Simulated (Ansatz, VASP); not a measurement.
# CaSe in VASP and in Ansatz

```
CELL_PARAMETERS angstrom
0.00000 2.98688 2.98688
2.98688 0.00000 2.98688
2.98688 2.98688 0.00000
ATOMIC_POSITIONS crystal
Ca 0.00000 0.00000 0.00000
Se 0.50000 0.50000 0.50000
```

Alike in both runs: functional r2SCAN; k mesh 8 × 8 × 8; occupations fermi-dirac, width 0.02 eV; no spin polarisation.

Ansatz relaxed the structure, and its values are those at the end. VASP's run is a single point on that final structure, the one shown.

```csv
,VASP,Ansatz
version,VASP 6.6.1,Ansatz 0.2.0
potentials or method,"VASP PAW PBE potentials, release 64 (Ca_sv, Se), cutoff 520 eV",PAW plane waves
valence electrons in the cell,16,26
```

Ansatz gave:

| Property | Result |
| --- | --- |
| gap on the k mesh at the Fermi level (eV) | 2.56 |
| pressure (GPa) | -1.0 |

**Question.** Which values does VASP return?

**Answer.** gap on the k mesh at the Fermi level (eV): 2.56; pressure (GPa): -0.8.

VASP's potentials were made for PBE, not for r2SCAN. VASP's potentials hold 16 valence electrons a cell and Ansatz's 26, so a difference there can come from the potentials and not from the codes. Ansatz's warnings: stress scf threshold loose.
